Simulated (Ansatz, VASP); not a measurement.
BaTiO3: VASP beside Ansatz

POSCAR

```
BaTiO3
1.0
    3.9316352889      0.0000000000      0.0000000000
    0.0000000000      2.7985588135      2.8066973133
    0.0000000000     -2.7985588135      2.8066973133
Ba Ti O
1 1 3
Direct
    0.0000000000      0.0000000000      0.0000000000
    0.5000000000      0.5124000000      0.5124000000
    0.0000000000      0.4874000000      0.4874000000
    0.5000000000      0.5052400000      0.9918400000
    0.5000000000      0.9918400000      0.5052400000
```

INCAR.step1

```
PREC     = Accurate       # precision mode
ENCUT    = 520            # plane-wave cutoff, eV
ISMEAR   = 0              # smearing method
SIGMA    = 0.01           # smearing width, eV
LREAL    = F              # projectors in reciprocal space
LASPH    = T              # aspherical terms in the spheres
NELM     = 60             # most SCF steps
NBANDS   = 28             # bands
GGA      = PE             # functional
ALGO     = Normal         # electronic algorithm
EDIFF    = 1E-4           # SCF threshold, eV
LWAVE    = T              # write WAVECAR
LCHARG   = F              # write CHGCAR
```

Contents of INCAR.step2:

```
PREC     = Accurate       # precision mode
ENCUT    = 520            # plane-wave cutoff, eV
EDIFF    = 1E-6           # SCF threshold, eV
ISMEAR   = 0              # smearing method
SIGMA    = 0.01           # smearing width, eV
LREAL    = F              # projectors in reciprocal space
LASPH    = T              # aspherical terms in the spheres
NELM     = 60             # most SCF steps
ALGO     = Normal         # electronic algorithm
ISIF     = 2              # what is computed and relaxed
LWAVE    = F              # write WAVECAR
LCHARG   = F              # write CHGCAR
METAGGA  = R2SCAN         # meta-GGA
LMIXTAU  = T            
NBANDS   = 28             # bands
ISTART   = 1
```

KPOINTS

```
Automatic mesh
0
Gamma
  6 6 6
```

Input for Ansatz:

```yaml
crystal:
  lattice:
    - [3.931635288897635, 0.0, 0.0]
    - [0.0, 2.798558813467244, 2.8066973133125344]
    - [0.0, -2.798558813467244, 2.8066973133125344]
  atoms:
    - { symbol: Ba, position: [0.0, 0.0, 0.0] }
    - { symbol: Ti, position: [0.5, 0.5124, 0.5124] }
    - { symbol: O, position: [0.0, 0.4874, 0.4874] }
    - { symbol: O, position: [0.5, 0.50524, 0.99184] }
    - { symbol: O, position: [0.5, 0.99184, 0.50524] }
basis:
  ecutwfc: 544.22772491976
kpoints:
  mp_grid:
    grid: [6, 6, 6]
hamiltonian:
  xc: r2scan
  pseudopotentials:
    kind: paw
scf:
  occupations:
    method: fixed
output:
  stress: true
```

Alike in both runs: task single point; functional r2SCAN; k mesh 6 × 6 × 6; no spin polarisation.

|  | VASP | Ansatz |
| --- | --- | --- |
| version | VASP 6.6.1 | Ansatz 0.2.0 |
| potentials or method | VASP PAW PBE potentials, release 64 (Ba_sv, Ti_sv, O), cutoff 520 eV | plane waves, PAW |
| occupations | gaussian, width 0.01 eV | fixed |
| valence electrons in the cell | 40 | 40 |

```tsv
	VASP	Ansatz	Ansatz less VASP
pressure (GPa)	9.2	6.9	-2.29
traceless stress, the component that is largest in VASP (GPa)	-0.45	-0.46	-0.010
```

VASP's potentials were made for PBE, not for r2SCAN.

Spin-orbit coupling is off throughout.
